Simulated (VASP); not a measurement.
A run of VASP 6.6.1 is set up as follows.

File POSCAR:

```
Pt
1.0
    0.0000000000      1.9717495363      1.9717495363
    1.9717495363      0.0000000000      1.9717495363
    1.9717495363      1.9717495363      0.0000000000
Pt
1
Direct
    0.0000000000      0.0000000000      0.0000000000
```

Contents of INCAR.step1:

```
PREC = Accurate
ENCUT = 520
ISMEAR = -1
SIGMA = 0.15
LREAL = False
LASPH = True
NELM = 80
NBANDS = 11
GGA = PE
ALGO = Normal
EDIFF = 1E-4
LWAVE = True
LCHARG = False
```

INCAR.step2

```
PREC = Accurate
ENCUT = 520
EDIFF = 1E-6
ISMEAR = -1
SIGMA = 0.15
LREAL = False
LASPH = True
NELM = 80
ALGO = Normal
ISIF = 2
LWAVE = False
LCHARG = True
METAGGA = R2SCAN
LMIXTAU = True
LELF = True
LVHAR = True
NBANDS = 11
ISTART = 1
```

KPOINTS

```
Automatic mesh
0
Gamma
  24 24 24
```

Potentials or basis: VASP PAW PBE potentials, release 64 (Pt).

Run with:

```sh
$ cat potpaw_PBE.64/Pt/POTCAR > POTCAR
$ cp INCAR.step1 INCAR
$ mpirun -np 1 vasp_std > vasp.out
$ cp INCAR.step2 INCAR
$ mpirun -np 1 vasp_std > vasp.out
```

(1) Predict the band gap on the k mesh.

(2) Estimate the pressure.

## Answers

(1) zero (band 5 reaches 11.21 eV, above the bottom of band 6 at 8.90 eV).

(2) 0.7 GPa.

Caveat: the PAW data sets were made with another functional, which shifts forces and pressure a little; spin-orbit coupling is left out, which moves the levels of the heavy elements.
